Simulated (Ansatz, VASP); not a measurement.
Two plane-wave programs on LaAl3N4

Contents of INCAR:

```
SYSTEM = LaAl3N4
PREC = Accurate
ENCUT = 520
EDIFF = 1E-6
ISMEAR = -1
SIGMA = 0.02
LREAL = .False.
LASPH = .True.
NELM = 150
ALGO = Normal
ISIF = 2
LWAVE = .False.
LCHARG = .False.
MAGMOM = 0 0 0 0 0 0 0 0 0 0 0 0 0 0 0 0 0 0 0 0 0 0 0 0
LORBIT = 11
LSORBIT = .True.
GGA_COMPAT = .False.
LORBMOM = .True.
LMAXMIX = 6
GGA = PE
NBANDS = 58
```

Contents of KPOINTS:

```
regular mesh
0
Gamma
  12 12 2
  0 0 0
```

Contents of POSCAR:

```
LaAl3N4
1.0
    3.2683613935      0.0000000000      0.0000000000
   -1.6341806967      2.8304839956      0.0000000000
    0.0000000000      0.0000000000     10.9619252780
Al La N
3 1 4
Direct
    0.3333333333      0.6666666667      0.0313494816
    0.3333333333      0.6666666667      0.4691078827
    0.6666666667      0.3333333333      0.2500976779
    0.6666666667      0.3333333333      0.7480863051
    0.3333333333      0.6666666667      0.2048145101
    0.3333333333      0.6666666667      0.6411905580
    0.6666666667      0.3333333333      0.4239168831
    0.6666666667      0.3333333333      0.9814367013
```

Input for Ansatz:

```yaml
crystal:
  lattice:
    - [3.2683613935, 0.0, 0.0]
    - [-1.6341806967, 2.8304839956, 0.0]
    - [0.0, 0.0, 10.961925278]
  atoms:
    - { symbol: Al, position: [0.3333333333, 0.6666666667, 0.0313494816] }
    - { symbol: Al, position: [0.3333333333, 0.6666666667, 0.4691078827] }
    - { symbol: Al, position: [0.6666666667, 0.3333333333, 0.2500976779] }
    - { symbol: La, position: [0.6666666667, 0.3333333333, 0.7480863051] }
    - { symbol: "N", position: [0.3333333333, 0.6666666667, 0.2048145101] }
    - { symbol: "N", position: [0.3333333333, 0.6666666667, 0.641190558] }
    - { symbol: "N", position: [0.6666666667, 0.3333333333, 0.4239168831] }
    - { symbol: "N", position: [0.6666666667, 0.3333333333, 0.9814367013] }
kpoints:
  mp_grid: { grid: [12, 12, 2] }
  band_path:
    path:
      - [0.0, 0.0, 0.0]
      - [0.5, 0.0, 0.0]
      - [0.3333333333, 0.3333333333, 0.0]
      - [0.0, 0.0, 0.5]
      - [0.5, 0.0, 0.5]
      - [0.3333333333, 0.3333333333, 0.5]
      - [0.2666666667, 0.2666666667, 0.0]
    npoints: 1
hamiltonian:
  xc: pbe
scf:
  occupations: { method: fermi_dirac, width: 0.02 }
  n_extra_bands: 12
magnetization:
  noncollinear: true
  spin_orbit: true
output:
  forces: true
  stress: true
  eigenvalues: true
```

Alike in both runs: task single point; functional PBE; k mesh 12 × 12 × 2; occupations fermi-dirac, width 0.02 eV; non-collinear spin, spin-orbit coupling.

|  | VASP | Ansatz |
| --- | --- | --- |
| version | VASP 6.6.1 | Ansatz 0.2.0 |
| potentials or method | VASP PAW PBE potentials, release 64 (Al, La, N) | plane waves, PAW |
| plane-wave cutoff (eV) | 520 | 420 |
| valence electrons in the cell | 40 | 40 |

```csv
,VASP,Ansatz,Ansatz less VASP
pressure (GPa),2.8,3.1,+0.24
"traceless stress, the component that is largest in VASP (GPa)",-0.16,-0.20,-0.043
rms of the force components (eV/Å),0.062,0.064,+0.0021
net moment per atom (μB),0.00,0.00,0.000
```

Atom by atom the forces differ by 0.004 eV/Å (rms over components).
